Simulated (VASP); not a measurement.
Here is a VASP 6.6.1 calculation.

The input INCAR:

```
SYSTEM = Cu
ALGO     = Fast           ! electronic algorithm
EDIFF    = 1E-7           ! SCF threshold, eV
ENCUT    = 520            ! plane-wave cutoff, eV
GGA      = PS             ! functional
ISIF     = 2              ! what is computed and relaxed
ISMEAR   = 0              ! smearing method
LASPH    = .True.         ! aspherical terms in the spheres
LCHARG   = .False.        ! write CHGCAR
LREAL    = .False.        ! projectors in reciprocal space
LWAVE    = .False.        ! write WAVECAR
NBANDS   = 12             ! bands
NELM     = 100            ! most SCF steps
PREC     = Accurate       ! precision mode
SIGMA    = 0.15           ! smearing width, eV
```

Contents of KPOINTS:

```
k-points
0
Gamma
  22 22 22
  0 0 0
```

POSCAR

```
Cu
1.0
    0.0000000000      1.8075000000      1.8075000000
    1.8707625000      0.0000000000      1.8075000000
    1.8707625000      1.8075000000      0.0000000000
Cu
1
Direct
    0.0000000000      0.0000000000      0.0000000000
```

Potentials or basis: VASP PAW PBE potentials, release 64 (Cu).

Run with:

```sh
$ cat potpaw_PBE.64/Cu/POTCAR > POTCAR
$ mpirun -np 1 vasp_std > vasp.out
```

(1) What does it give for the pressure?

Results:

(1) -9.7 GPa.

Caveat: the cell differs from its parent crystal (strain +0.0350 x Voigt [1, 0, 0, 0, 0, 0]); the PAW data sets were made with another functional, which shifts forces and pressure a little.
